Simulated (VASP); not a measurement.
A run of VASP 6.6.1 is set up as follows.

INCAR

```
SYSTEM = CdS3
PREC = Accurate
ENCUT = 520
EDIFF = 1E-6
ISMEAR = 0
SIGMA = 0.1
LREAL = .False.
LASPH = .True.
NELM = 80
ALGO = Normal
ISIF = 2
LWAVE = .False.
LCHARG = .False.
GGA = PE
NBANDS = 23
```

KPOINTS

```
regular mesh
0
Gamma
  4 4 4
  0 0 0
```

The input POSCAR:

```
CdS3
1.0
    4.2143861599      0.0000000000      0.0000000000
    0.0000000000      4.2143861599      0.0000000000
    0.0000000000      0.0000000000      4.2143861599
Cd S
1 3
Direct
    0.0000000000      0.0000000000      0.0000000000
    0.0000000000      0.5000000000      0.5000000000
    0.5000000000      0.0000000000      0.5000000000
    0.5000000000      0.5000000000      0.0000000000
```

Potentials or basis: VASP PAW PBE potentials, release 64 (Cd, S).

The run is started by

```sh
$ cat potpaw_PBE.64/Cd/POTCAR potpaw_PBE.64/S/POTCAR > POTCAR
$ mpirun -np 1 vasp_std > vasp.out
```

Problem. Predict the pressure.

Solution. -0.2 GPa.

Problem. What does it give for the band gap on the k mesh?

Solution. Zero (bands 15 and 16 overlap by 1.47 eV).

Caveat: the k points lie up to 0.37 Å⁻¹ apart, too coarse for converged energies and pressures of a metal.
